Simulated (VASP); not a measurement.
**AlNi2: single point with PBEsol**

The system is AlNi2.

```
Al Ni
1.0
     3.97490    0.00000    0.00000
    -1.98745    3.44236    0.00000
     0.00000    0.00000    4.90604
Al Ni
2 4
Direct
  0.33333 0.66667 0.19987
  0.66667 0.33333 0.80013
  0.33333 0.66667 0.69773
  0.66667 0.33333 0.30227
  0.00000 0.00000 0.50000
  0.00000 0.00000 0.00000
```

This cell differs from its parent crystal: atoms displaced along a vibrational mode.

```
Program                : VASP 6.6.1
Task                   : single point
Functional             : PBEsol
Potentials or basis    : VASP PAW PBE potentials, release 64 (Al, Ni)
Cutoff                 : 520 eV
k mesh                 : 12 × 12 × 10
Occupations            : gaussian, width 0.15 eV
Spin                   : no spin polarisation
Dipole correction      : no
Further INCAR settings : ALGO = Fast; EDIFF = 1e-07; NBANDS = 32
```

The pressure is 0.4 GPa. The largest force is 0.182 eV/Å and the band gap on the k mesh is zero (bands 23 and 24 overlap by 4.38 eV).

Forces in eV/Å, atoms in the order of the input:
```
Al   0.000  0.000 -0.035
Al   0.000  0.000  0.035
Ni   0.000  0.000 -0.182
Ni   0.000  0.000  0.182
Ni   0.000  0.000  0.000
Ni   0.000  0.000  0.000
```

Stress tensor (GPa, compression positive):
```
0.40 0.00 0.00
0.00 0.40 0.00
0.00 0.00 0.30
```

Levels at points of the mesh, in eV from the Fermi level:
```
           k point  band 21  band 22  band 23  band 24  band 25  band 26
(0.00, 0.00, 0.00)    -0.49    -0.49     0.69     3.22     3.22     3.90
(0.50, 0.00, 0.00)    -0.78    -0.64    -0.52    -0.29     0.79     1.95
(0.00, 0.00, 0.50)    -0.71    -0.71     4.04     4.13     4.13     4.27
(0.50, 0.00, 0.50)    -0.89    -0.65    -0.41    -0.27     1.76     1.89
```

It took 3.7 min on 1 thread of Intel(R) Xeon(R) 6975P-C (Granite Rapids) (shared host), peak memory 0.37 GiB.

Caveat: the cell differs from its parent crystal (atoms displaced along a vibrational mode); the PAW data sets were made with another functional, which shifts forces and pressure a little. Spin polarisation is off, so any magnetic state and its effect on volume and gap are missing.
